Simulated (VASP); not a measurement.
# EuO (Fm-3m) in VASP: density of states with PBE

Aim: the density of states of EuO with PBE.

Program: VASP 6.6.1. These are calculated values, not measurements. Logs are shortened: lines on timing, memory, paths and dates and some standing lists are left out, and cuts for length are marked.

## 1. The cell of the first run

Symmetry: Fm-3m, No. 225, cubic system. Conventional cell: a = 5.061 Å, b = 5.061 Å, c = 5.061 Å, α = 90.00°, β = 90.00°, γ = 90.00°. Eu (site symmetry m-3m) has 6 O at 2.53 Å within 3.3 Å. Within 3.3 Å of O (site symmetry m-3m) lie 6 Eu at 2.53 Å.

## 2. Density of states, PBE, collinear spin, ferromagnetic start

The input, POSCAR:

```
EuO
1.0
    0.0000000000      2.5302957962      2.5302957962
    2.5302957962      0.0000000000      2.5302957962
    2.5302957962      2.5302957962      0.0000000000
Eu O
1 1
Direct
    0.0000000000      0.0000000000      0.0000000000
    0.5000000000      0.5000000000      0.5000000000
```

The input, INCAR.step1:

```
PREC = Accurate
ENCUT = 520
EDIFF = 1E-6
ISMEAR = 0
SIGMA = 0.05
LREAL = False
LASPH = True
NELM = 200
ALGO = Normal
ISIF = 2
LWAVE = False
LCHARG = True
ISPIN = 2
MAGMOM = 7.24 0
LMAXMIX = 6
GGA = PE
NBANDS = 22
GGA_COMPAT = False
NEDOS = 2001
LORBIT = 11
```

The input, KPOINTS.step1:

```
regular mesh
0
Gamma
  12 12 12
```

The input, INCAR.step2:

```
PREC = Accurate
ENCUT = 520
EDIFF = 1E-6
ISMEAR = -5
SIGMA = 0.05
LREAL = False
LASPH = True
NELM = 200
ALGO = Normal
ISIF = 2
LWAVE = False
LCHARG = False
ISPIN = 2
MAGMOM = 7.24 0
LORBIT = 10
LMAXMIX = 6
GGA = PE
NBANDS = 22
NEDOS = 1001
ICHARG = 11
GGA_COMPAT = False
```

The input, KPOINTS.step2:

```
regular mesh
0
Gamma
  18 18 18
```

Potentials or basis: VASP PAW PBE potentials, release 64 (Eu, O).

Launch:

```sh
$ cat potpaw_PBE.64/Eu/POTCAR potpaw_PBE.64/O/POTCAR > POTCAR
$ cp INCAR.step1 INCAR
$ cp KPOINTS.step1 KPOINTS
$ mpirun -np 1 vasp_std > vasp.out
$ cp INCAR.step2 INCAR
$ cp KPOINTS.step2 KPOINTS
$ mpirun -np 1 vasp_std > vasp.out
```

OUTCAR:

```text
PREC = Accurate
   ENCUT = 520
   EDIFF = 1E-6
   ISMEAR = -5
   LREAL = False
   LASPH = True
   NELM = 200
   ISIF = 2
   ISPIN = 2
   LORBIT = 10
   GGA = PE
   ICHARG = 11

 ion  position               nearest neighbor table
   1  0.000  0.000  0.000-   2 2.53   2 2.53   2 2.53   2 2.53   2 2.53   2 2.53
   2  0.500  0.500  0.500-   1 2.53   1 2.53   1 2.53   1 2.53   1 2.53   1 2.53

  LATTYP: Found a face centered cubic cell.
 ALAT       =     5.0605915924

  Lattice vectors:

 A1 = (   0.0000000000,   2.5302957962,   2.5302957962)
 A2 = (   2.5302957962,   0.0000000000,   2.5302957962)
 A3 = (   2.5302957962,   2.5302957962,   0.0000000000)

Analysis of symmetry for initial positions (statically):
=====================================================================
 Subroutine PRICEL returns:
 Original cell was already a primitive cell.

 Routine SETGRP: Setting up the symmetry group for a
 face centered cubic supercell.

 Subroutine GETGRP returns: Found 48 space group operations
 (whereof 48 operations were pure point group operations)
 out of a pool of 48 trial point group operations.

The static configuration has the point symmetry O_h .

Analysis of symmetry for dynamics (positions and initial velocities):
=====================================================================
 Subroutine PRICEL returns:
 Original cell was already a primitive cell.

 Routine SETGRP: Setting up the symmetry group for a
 face centered cubic supercell.

 Subroutine GETGRP returns: Found 48 space group operations
 (whereof 48 operations were pure point group operations)
 out of a pool of 48 trial point group operations.

The dynamic configuration has the point symmetry O_h .

Analysis of structural, dynamic, and magnetic symmetry:
=====================================================================
 Subroutine PRICEL returns:
 Original cell was already a primitive cell.

 Routine SETGRP: Setting up the symmetry group for a
 face centered cubic supercell.

 Subroutine GETGRP returns: Found 48 space group operations
 (whereof 48 operations were pure point group operations)
 out of a pool of 48 trial point group operations.

The overall configuration has the point symmetry O_h .

 Subroutine INISYM returns: Found 48 space group operations
 (whereof 48 operations are pure point group operations),
 and found     1 'primitive' translations

----------------------------------------------------------------------------------------

                                     Primitive cell

[... 115 lines left out ...]
  Thomas-Fermi vector in A             =   2.576847
   LORBIT       =     10    0 simple, 1 ext, 2 COOP (PROOUT), +10 PAW based schemes
   GGA     = PE    functional components
   LHFCALC =     F    Hartree Fock is set to
   AEXX    =    0.0000 exact exchange contribution
   IVDW    =     0    specifies the selected vdW correction
   LEPSILON=     F    determine dielectric tensor
   LRPA    =     F    only Hartree local field effects (RPA)
 spin polarized calculation
 Fermi weights with tetrahedron method with Bloechl corrections
  energy-cutoff  :      520.00
  volume of cell :       32.40
 maximum number of plane-waves:       895

 number of electron      22.9999996 magnetization       6.9548940

 Free energy of the ion-electron system (eV)
  ---------------------------------------------------
  ext. energy  EPLUGINS =         0.00000000
  ---------------------------------------------------
  free energy    TOTEN  =       -22.03857509 eV

  energy without entropy =      -22.03857509  energy(sigma->0) =      -22.03857509

 E-fermi :   5.0108     XC(G=0): -11.1317

 val. band max:        5.0162028392   @ k =   0.1667   0.1667   0.0000
 cond. band min:       4.9820013679   @ k =  -0.4444   0.4444   0.0000
 fundamental gap:     -0.0342014714
 Fermi energy:         5.0108063034

 spin component 1

 k-point     1 :       0.0000    0.0000    0.0000
  band No.  band energies     occupation
      1     -36.4903      1.00000
      2     -14.8293      1.00000
      3     -14.8293      1.00000
      4     -14.8293      1.00000
      5     -13.9033      1.00000
      6       1.0045      1.00000
[... 589 lines left out ...]
     21      10.8389      0.00000
     22      17.1615      0.00000

 [... further k-points ...]

 spin component 2

 k-point     1 :       0.0000    0.0000    0.0000
  band No.  band energies     occupation
      1     -33.4545      1.00000
      2     -13.9735      1.00000
      3     -12.5337      1.00000
      4     -12.5337      1.00000
      5     -12.5337      1.00000
      6       1.0933      1.00000
[... 589 lines left out ...]
     21      11.9669      0.00000
     22      18.8886      0.00000

 [... further k-points ...]

------------------------ aborting loop because EDIFF is reached ----------------------------------------

  FORCE on cell =-STRESS in cart. coord.  units (eV):
  Direction    XX          YY          ZZ          XY          YZ          ZX
  --------------------------------------------------------------------------------------
  -------------------------------------------------------------------------------------
  Total       -0.0068424     -0.0068424     -0.0068424      0.0000000     -0.0000000      0.0000000
  in kB       -0.3383574     -0.3383574     -0.3383574      0.0000000     -0.0000000      0.0000000
  external PRESSURE =      -0.3383574 kB  Pullay stress =       0.0000000 kB

 VOLUME and BASIS-vectors are now :
 -----------------------------------------------------------------------------
  energy-cutoff  :      520.00
  volume of cell :       32.40
      direct lattice vectors                 reciprocal lattice vectors
     0.000000000  2.530295796  2.530295796    -0.197605355  0.197605355  0.197605355
     2.530295796  0.000000000  2.530295796     0.197605355 -0.197605355  0.197605355
     2.530295796  2.530295796  0.000000000     0.197605355  0.197605355 -0.197605355

 POSITION                                       TOTAL-FORCE (eV/Angst)
 -----------------------------------------------------------------------------------
      0.00000      0.00000      0.00000         0.000000      0.000000      0.000000
      2.53030      2.53030      2.53030        -0.000000      0.000000     -0.000000
 -----------------------------------------------------------------------------------
    total drift:                                0.000000      0.000000      0.000000

  FREE ENERGIE OF THE ION-ELECTRON SYSTEM (eV)
  ---------------------------------------------------
  free  energy   TOTEN  =       -22.0385750881 eV

  energy  without entropy=      -22.0385750881  energy(sigma->0) =      -22.03857509

 total charge

# of ion       s       p       d       f       tot
--------------------------------------------------
    1        2.033   5.769   0.427   6.602  14.831
    2        1.556   3.409   0.000   0.000   4.965
--------------------------------------------------
tot          3.589   9.178   0.427   6.602  19.797

 magnetization (x)

# of ion       s       p       d       f       tot
--------------------------------------------------
    1       -0.012  -0.105   0.152   6.544   6.579
    2       -0.004  -0.093   0.000   0.000  -0.097
--------------------------------------------------
tot         -0.016  -0.198   0.152   6.544   6.482
```

OUTCAR.step1:

```text
PREC = Accurate
   ENCUT = 520
   EDIFF = 1E-6
   ISMEAR = 0
   LREAL = False
   LASPH = True
   NELM = 200
   ISIF = 2
[... 1452 lines left out ...]
 total charge

# of ion       s       p       d       f       tot
--------------------------------------------------
    1        2.033   5.769   0.428   6.601  14.830
    2        1.556   3.409   0.000   0.000   4.965
--------------------------------------------------
tot          3.589   9.179   0.428   6.601  19.796

 magnetization (x)

# of ion       s       p       d       f       tot
--------------------------------------------------
    1       -0.012  -0.105   0.152   6.543   6.577
    2       -0.004  -0.093   0.000   0.000  -0.097
--------------------------------------------------
tot         -0.016  -0.198   0.152   6.543   6.480
```

Wall time 3.7 min (1 thread of AMD EPYC 9R45 (Zen 5), shared host); peak memory 0.32 GiB.

What came out:

* Net moment: 6.95 μB per cell
* Site moments: Eu +6.58; O -0.10 μB
* Valence electrons inside the program's atomic spheres: Eu 14.83; O 4.96

Levels at points of the mesh, in eV from the Fermi level:
Spin up:
| k point | band 11 | band 12 | band 13 | band 14 | band 15 | band 16 | band 17 | band 18 | band 19 | band 20 |
| --- | --- | --- | --- | --- | --- | --- | --- | --- | --- | --- |
| (0.00, 0.00, 0.00) | -0.24 | -0.24 | -0.19 | 0.10 | 0.10 | 0.10 | 1.61 | 1.61 | 1.61 | 3.96 |
| (0.50, 0.00, 0.00) | -0.51 | -0.28 | -0.28 | -0.27 | -0.23 | 2.32 | 4.51 | 4.51 | 5.03 | 7.98 |
| (0.50, 0.50, 0.00) | -0.40 | -0.37 | -0.37 | -0.29 | -0.02 | -0.02 | 3.65 | 5.93 | 6.86 | 6.86 |
Spin down:
| k point | band 4 | band 5 | band 6 | band 7 | band 8 | band 9 | band 10 | band 11 | band 12 | band 13 |
| --- | --- | --- | --- | --- | --- | --- | --- | --- | --- | --- |
| (0.00, 0.00, 0.00) | -17.54 | -17.54 | -3.92 | -3.92 | -3.92 | 0.93 | 2.73 | 2.73 | 2.73 | 3.63 |
| (0.50, 0.00, 0.00) | -17.65 | -16.29 | -5.98 | -5.06 | -5.06 | 3.16 | 3.68 | 4.11 | 4.11 | 4.52 |
| (0.50, 0.50, 0.00) | -18.03 | -18.03 | -3.84 | -3.82 | -3.82 | -0.36 | 4.16 | 4.24 | 4.37 | 4.37 |

Caveat: spin-orbit coupling is left out, which moves the levels of the heavy elements; a cell with one magnetic atom can't hold antiferromagnetic order, which such compounds often take; without U or exact exchange the open f shell lies at the Fermi level, which spoils levels, moments and volumes; tetrahedron occupations give inexact forces and stress in metals.
